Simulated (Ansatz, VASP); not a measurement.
## RbCl in VASP and in Ansatz

```
CELL_PARAMETERS angstrom
0.00000 3.30871 3.30871
3.30871 0.00000 3.30871
3.30871 3.30871 0.00000
ATOMIC_POSITIONS crystal
Rb 0.00000 0.00000 0.00000
Cl 0.50000 0.50000 0.50000
```

Alike in both runs: task single point; functional PBE; dispersion D4; k mesh 4 × 4 × 4; occupations gaussian, width 0.1 eV; no spin polarisation.

```csv
,VASP,Ansatz
version,VASP 6.6.1,Ansatz 0.2.0
potentials or method,"VASP PAW PBE potentials, release 64 (Rb_sv, Cl), cutoff 500 eV","scalar-relativistic, plane waves, PAW"
valence electrons in the cell,16,16
```

```csv
,VASP,Ansatz,Ansatz less VASP
gap on the k mesh at the Fermi level (eV),4.95,4.95,+0.003
least direct gap on the mesh (eV),4.95,4.95,+0.003
pressure (GPa),0.1,0.1,0.00
```
